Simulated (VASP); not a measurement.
Input of a VASP 6.6.1 run:

INCAR

```
SYSTEM = KZnF3
  PREC = Accurate
  ENCUT = 520
  EDIFF = 1E-6
  ISMEAR = 0
  SIGMA = 0.05
  LREAL = .False.
  LASPH = .True.
  NELM = 80
  ALGO = Normal
  ISIF = 2
  LWAVE = .False.
  LCHARG = .True.
  GGA = PE
  LELF = .True.
  LVHAR = .True.
  NBANDS = 29
```

The input KPOINTS:

```
regular mesh
0
Gamma
  6 6 6
  0 0 0
```

POSCAR

```
KZnF3
1.0
    4.0500000000      0.0000000000      0.0000000000
    0.0000000000      4.0500000000      0.0000000000
    0.0000000000      0.0000000000      4.0500000000
K Zn F
1 1 3
Direct
    0.0000000000      0.0000000000      0.0000000000
    0.5000000000      0.5000000000      0.5000000000
    0.4738108600      0.4738108600     -0.0740740741
    0.0000000000      0.5000000000      0.5000000000
    0.5000000000      0.0000000000      0.5000000000
```

Potentials or basis: VASP PAW PBE potentials, release 64 (K_sv, Zn, F).

Launch:

```sh
$ cat potpaw_PBE.64/K_sv/POTCAR potpaw_PBE.64/Zn/POTCAR potpaw_PBE.64/F/POTCAR > POTCAR
$ mpirun -np 1 vasp_std > vasp.out
```

(1) Predict the band gap on the k mesh.

(2) Estimate the largest force.

(3) Predict the pressure.

Results:

(1) 3.54 eV (least direct gap 5.33 eV).

(2) 5.189 eV/Å.

(3) 10.6 GPa.

Caveat: the cell differs from its parent crystal (atom 3 (F) moved by (-0.150, -0.300) A along [1 1 0] and z); the cell stands under pressure; forces of over 1 eV/Å act on the atoms, so gaps and moduli don't describe the material at rest.
